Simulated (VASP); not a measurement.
# La3HfO (P6/mmm) in VASP: a series of runs

Runs on La3HfO. Level: PBE. Tasks: single point.

All numbers are computed with VASP 6.6.1; they aren't measurements. Logs are shortened: lines on timing, memory, paths and dates and some standing lists are left out, and cuts for length are marked.

## (1) The cell of the first run

It takes space group P6/mmm (No. 191, hexagonal). The conventional cell has a = 5.824 Å, b = 5.824 Å, c = 4.977 Å, α = 90.00°, β = 90.00°, γ = 120.00°. Within 3.9 Å of La (site symmetry mmm) lie 4 La at 2.91 Å and 2 O at 2.91 Å and 4 Hf at 3.83 Å. Within 3.3 Å of Hf (site symmetry 6/mmm) lie 2 O at 2.49 Å. O (site symmetry 6/mmm) has 2 Hf at 2.49 Å and 6 La at 2.91 Å within 3.3 Å.

The cell was built from a structure type or drawn by symmetry, and may not be a known phase.

## (2) Single point, PBE

The input, INCAR:

```
SYSTEM = La3HfO
ALGO     = Normal         ! electronic algorithm
EDIFF    = 1E-6           ! SCF threshold, eV
ENCUT    = 520            ! plane-wave cutoff, eV
GGA      = PE             ! functional
ISIF     = 2              ! what is computed and relaxed
ISMEAR   = 0              ! smearing method
LASPH    = .True.         ! aspherical terms in the spheres
LCHARG   = .False.        ! write CHGCAR
LREAL    = .False.        ! projectors in reciprocal space
LWAVE    = .False.        ! write WAVECAR
NBANDS   = 32             ! bands
NELM     = 60             ! most SCF steps
PREC     = Accurate       ! precision mode
SIGMA    = 0.1            ! smearing width, eV
```

The input, KPOINTS:

```
k-points
0
Gamma
  6 6 4
  0 0 0
```

The input, POSCAR:

```
La3HfO
1.0
    5.8244477100      0.0000000000      0.0000000000
   -2.9122238600      5.0441196800      0.0000000000
    0.0000000000      0.0000000000      4.9767287000
La Hf O
3 1 1
Direct
    0.5000000000      0.0000000000      0.0000000000
    0.0000000000      0.5000000000      0.0000000000
    0.5000000000      0.5000000000      0.0000000000
    0.0000000000      0.0000000000      0.5000000000
    0.0000000000      0.0000000000      0.0000000000
```

Potentials or basis: VASP PAW PBE potentials, release 64 (La, Hf_pv, O).

Command:

```console
$ cat potpaw_PBE.64/La/POTCAR potpaw_PBE.64/Hf_pv/POTCAR potpaw_PBE.64/O/POTCAR > POTCAR
$ mpirun -np 1 vasp_std > vasp.out
```

OUTCAR:

```text
SYSTEM = La3HfO
   EDIFF = 1E-6
   ENCUT = 520
   GGA = PE
   ISIF = 2
   ISMEAR = 0
   LASPH = .True.
   LREAL = .False.
   NELM = 60
   PREC = Accurate

 ion  position               nearest neighbor table
   1  0.500  0.000  0.000-   2 2.91   2 2.91   3 2.91   3 2.91
   2  0.000  0.500  0.000-   1 2.91   1 2.91   3 2.91   3 2.91
   3  0.500  0.500  0.000-   2 2.91   2 2.91   1 2.91   1 2.91
   4  0.000  0.000  0.500-   5 2.49   5 2.49
   5  0.000  0.000  0.000-   4 2.49   4 2.49

  LATTYP: Found a hexagonal cell.
 ALAT       =     5.8244477100
 C/A-ratio  =     0.8544550398

  Lattice vectors:

 A1 = (   5.8244477100,   0.0000000000,   0.0000000000)
 A2 = (  -2.9122238600,   5.0441196800,   0.0000000000)
 A3 = (   0.0000000000,   0.0000000000,   4.9767287000)

Analysis of symmetry for initial positions (statically):
=====================================================================
 Subroutine PRICEL returns:
 Original cell was already a primitive cell.

 Routine SETGRP: Setting up the symmetry group for a
 hexagonal supercell.

 Subroutine GETGRP returns: Found 24 space group operations
 (whereof 24 operations were pure point group operations)
 out of a pool of 24 trial point group operations.

The static configuration has the point symmetry D_6h.

Analysis of symmetry for dynamics (positions and initial velocities):
=====================================================================
 Subroutine PRICEL returns:
 Original cell was already a primitive cell.

 Routine SETGRP: Setting up the symmetry group for a
 hexagonal supercell.

 Subroutine GETGRP returns: Found 24 space group operations
 (whereof 24 operations were pure point group operations)
 out of a pool of 24 trial point group operations.

The dynamic configuration has the point symmetry D_6h.

 Subroutine INISYM returns: Found 24 space group operations
 (whereof 24 operations are pure point group operations),
 and found     1 'primitive' translations

----------------------------------------------------------------------------------------

                                     Primitive cell

  volume of cell :     146.2124

  direct lattice vectors                    reciprocal lattice vectors
     5.824447710  0.000000000  0.000000000     0.171690098  0.099125325  0.000000000
    -2.912223860  5.044119680  0.000000000     0.000000000  0.198250649  0.000000000
     0.000000000  0.000000000  4.976728700     0.000000000  0.000000000  0.200935205

  length of vectors
     5.824447710  5.824447713  4.976728700     0.198250649  0.198250649  0.200935205

  position of ions in fractional coordinates (direct lattice)
     0.500000000  0.000000000  0.000000000
     0.000000000  0.500000000  0.000000000
     0.500000000  0.500000000  0.000000000
     0.000000000  0.000000000  0.500000000
     0.000000000  0.000000000  0.000000000

  ion indices of the primitive-cell ions
   primitive index   ion index
                 1           1
                 2           2
                 3           3
                 4           4
                 5           5

----------------------------------------------------------------------------------------

 KPOINTS: k-points

Automatic generation of k-mesh.
 Grid dimensions read from file:
 generate k-points for:    6    6    4

 Generating k-lattice:

  Cartesian coordinates                     Fractional coordinates (reciprocal lattice)
     0.028615016  0.016520887  0.000000000     0.166666667 -0.000000000  0.000000000
     0.000000000  0.033041775  0.000000000     0.000000000  0.166666667  0.000000000
     0.000000000  0.000000000  0.050233801     0.000000000  0.000000000  0.250000000

  Length of vectors
     0.033041775  0.033041775  0.050233801

  Shift w.r.t. Gamma in fractional coordinates (k-lattice)
     0.000000000  0.000000000  0.000000000

 Subroutine IBZKPT returns following result:
 ===========================================

 Found     21 irreducible k-points:

 Following reciprocal coordinates:
            Coordinates               Weight
  0.000000  0.000000  0.000000      1.000000
  0.166667  0.000000  0.000000      6.000000
  0.333333  0.000000  0.000000      6.000000
  0.500000  0.000000  0.000000      3.000000
  0.166667  0.166667  0.000000      6.000000
  0.333333  0.166667  0.000000     12.000000
[... 13 lines left out ...]
  0.333333  0.166667  0.500000     12.000000
  0.333333  0.333333  0.500000      2.000000
   k-points           NKPTS =     21   k-points in BZ     NKDIM =     21   number of bands    NBANDS=     32
   number of dos      NEDOS =    301   number of ions     NIONS =      5
   total plane-waves  NPLWV =  92160
   dimension x,y,z NGX =    48 NGY =   48 NGZ =   40
   dimension x,y,z NGXF=    96 NGYF=   96 NGZF=   80
   ions per type =               3   1   1
   NGX,Y,Z   is equivalent  to a cutoff of  13.70, 13.70, 13.36 a.u.
   NGXF,Y,Z  is equivalent  to a cutoff of  27.40, 27.40, 26.72 a.u.
 SYSTEM =  La3HfO
   PREC   = accura    normal or accurate (medium, high low for compatibility)
   ISTART =      0    job   : 0-new  1-cont  2-samecut
   ICHARG =      2    charge: 1-file 2-atom 10-const
   ISPIN  =      1    spin polarized calculation?
   LNONCOLLINEAR =      F non collinear calculations
   LSORBIT =      F    spin-orbit coupling
   LASPH  =      T    aspherical Exc in radial PAW
   ENCUT  =  520.0 eV  38.22 Ry    6.18 a.u.  10.83 10.83  9.25*2*pi/ulx,y,z
   NELM   =     60;   NELMIN=  2; NELMDL= -5     # of ELM steps
   EDIFF  = 0.1E-05   stopping-criterion for ELM
   LREAL  =      F    real-space projection
   EDIFFG = 0.1E-04   stopping-criterion for IOM
   NSW    =      0    number of steps for IOM
   IBRION =     -1    ionic relax: 0-MD 1-quasi-New 2-CG
   NFREE  =      0    steps in history (QN), initial steepest desc. (CG)
   ISIF   =      2    stress and relaxation
   ISYM   =      2    0-nonsym 1-usesym 2-fastsym
   POTIM  = 0.5000    time-step for ionic-motion
   TEBEG  =    0.0;   TEEND  =   0.0 temperature during run
   PSTRESS=    0.0 pullay stress
   NELECT =      49.0000    total number of electrons
   NUPDOWN=      -1.0000    fix difference up-down
   EMIN   =  10.00;   EMAX   =-10.00  energy-range for DOS
   EFERMI =   0.00;   METHOD = LEGACY
   ISMEAR =     0;   SIGMA  =   0.10  broadening in eV -4-tet -1-fermi 0-gaus
   EFERMI_NEDOS =   21; number of points for ismear=-14 and -15
   IALGO  =     38    algorithm
   IMIX   =      4    mixing-type and parameters
     AMIX     =   0.40;   BMIX     =  1.00
     AMIX_MAG =   1.60;   BMIX_MAG =  1.00
  volume/ion in A,a.u.               =      29.24       197.34
  Fermi-wavevector in a.u.,A,eV,Ry     =   1.137135  2.148874 17.593378  1.293077
  Thomas-Fermi vector in A             =   2.273840
   LORBIT       =      0    0 simple, 1 ext, 2 COOP (PROOUT), +10 PAW based schemes
   GGA     = PE    functional components
   LHFCALC =     F    Hartree Fock is set to
   AEXX    =    0.0000 exact exchange contribution
   IVDW    =     0    specifies the selected vdW correction
   LEPSILON=     F    determine dielectric tensor
   LRPA    =     F    only Hartree local field effects (RPA)
 non-spin polarized calculation
 Gauss-broadening in eV      SIGMA  =   0.10
  energy-cutoff  :      520.00
  volume of cell :      146.21
 maximum number of plane-waves:      3956
 NGX is ok and might be reduce to    48
   NGX = 21   NGY = 21   NGZ = 19

 number of electron      48.9999998 magnetization

 Free energy of the ion-electron system (eV)
  ---------------------------------------------------
  ext. energy  EPLUGINS =         0.00000000
  ---------------------------------------------------
  free energy    TOTEN  =       -28.96881317 eV

  energy without entropy =      -28.94895322  energy(sigma->0) =      -28.95888319

 E-fermi :   6.6376     XC(G=0):  -9.6060

 val. band max:        6.6329001508   @ k =   0.1667   0.0000   0.5000
 cond. band min:       6.6450547260   @ k =   0.1667   0.1667   0.0000
 fundamental gap:      0.0121545752
 Fermi energy:         6.6376131570

 k-point     1 :       0.0000    0.0000    0.0000
  band No.  band energies     occupation
      1     -26.6220      2.00000
      2     -25.5419      2.00000
      3     -25.5419      2.00000
      4     -25.4856      2.00000
      5     -25.4102      2.00000
      6     -25.4102      2.00000
[... 24 lines left out ...]
     31       8.1843      0.00000
     32       8.3027      0.00000

 k-point     2 :       0.1667    0.0000    0.0000
  band No.  band energies     occupation
      1     -26.5611      2.00000
      2     -25.5455      2.00000
      3     -25.5435      2.00000
      4     -25.4921      2.00000
      5     -25.4856      2.00000
      6     -25.4108      2.00000
[... 24 lines left out ...]
     31       8.2148      0.00000
     32       8.2473      0.00000

 k-point     3 :       0.3333    0.0000    0.0000
  band No.  band energies     occupation
      1     -26.3990      2.00000
      2     -25.7102      2.00000
      3     -25.5468      2.00000
      4     -25.5380      2.00000
      5     -25.4856      2.00000
      6     -25.4118      2.00000
[... 24 lines left out ...]
     31       7.8508      0.00000
     32       8.1509      0.00000

 k-point     4 :       0.5000    0.0000    0.0000
  band No.  band energies     occupation
      1     -26.2627      2.00000
      2     -25.8695      2.00000
      3     -25.5484      2.00000
      4     -25.5387      2.00000
      5     -25.4855      2.00000
      6     -25.4124      2.00000
[... 549 lines left out ...]
     31       7.8977      0.00000
     32       8.1293      0.00000

 k-point    20 :       0.3333    0.1667    0.5000
  band No.  band energies     occupation
      1     -26.2605      2.00000
      2     -25.8655      2.00000
      3     -25.5417      2.00000
      4     -25.5416      2.00000
      5     -25.5026      2.00000
      6     -25.4117      2.00000
[... 24 lines left out ...]
     31       7.9906      0.00000
     32       8.2757      0.00000

 k-point    21 :       0.3333    0.3333    0.5000
  band No.  band energies     occupation
      1     -26.0670      2.00000
      2     -26.0670      2.00000
      3     -25.5417      2.00000
      4     -25.5417      2.00000
      5     -25.5118      2.00000
      6     -25.4076      2.00000
[... 24 lines left out ...]
     31       7.8933      0.00000
     32       8.3042      0.00000

------------------------ aborting loop because EDIFF is reached ----------------------------------------

  FORCE on cell =-STRESS in cart. coord.  units (eV):
  Direction    XX          YY          ZZ          XY          YZ          ZX
  --------------------------------------------------------------------------------------
  -------------------------------------------------------------------------------------
  Total        7.6488436      7.6488436    -17.2272329     -0.0000000      0.0000000      0.0000000
  in kB       83.8150990     83.8150990   -188.7739256     -0.0000001      0.0000000      0.0000000
  external PRESSURE =      -7.0479092 kB  Pullay stress =       0.0000000 kB

 VOLUME and BASIS-vectors are now :
 -----------------------------------------------------------------------------
  energy-cutoff  :      520.00
  volume of cell :      146.21
      direct lattice vectors                 reciprocal lattice vectors
     5.824447710  0.000000000  0.000000000     0.171690098  0.099125325  0.000000000
    -2.912223860  5.044119680  0.000000000     0.000000000  0.198250649  0.000000000
     0.000000000  0.000000000  4.976728700     0.000000000  0.000000000  0.200935205

 POSITION                                       TOTAL-FORCE (eV/Angst)
 -----------------------------------------------------------------------------------
      2.91222      0.00000      0.00000        -0.000000      0.000000      0.000000
     -1.45611      2.52206      0.00000        -0.000000      0.000000      0.000000
      1.45611      2.52206      0.00000         0.000000      0.000000      0.000000
      0.00000      0.00000      2.48836        -0.000000      0.000000      0.000000
      0.00000      0.00000      0.00000        -0.000000      0.000000      0.000000
 -----------------------------------------------------------------------------------
    total drift:                               -0.000000      0.000000      0.000000

  FREE ENERGIE OF THE ION-ELECTRON SYSTEM (eV)
  ---------------------------------------------------
  free  energy   TOTEN  =       -28.9688131683 eV

  energy  without entropy=      -28.9489532166  energy(sigma->0) =      -28.95888319
```

It took 1.8 min on 1 thread of Intel Xeon 6975P-C (Granite Rapids), shared host; peak memory 0.35 GiB.

Results:

- Free energy: -28.9688 eV
- Pressure: -0.7 GPa
- Band gap on the k mesh: zero (an odd number of electrons rules out a gap without spin polarisation)

Caveat: spin-orbit coupling is left out, which moves the levels of the heavy elements; an odd number of electrons without spin polarisation forces a metal; a magnetic or distorted state may lie lower.

(Part 1 of 2 ends here.)
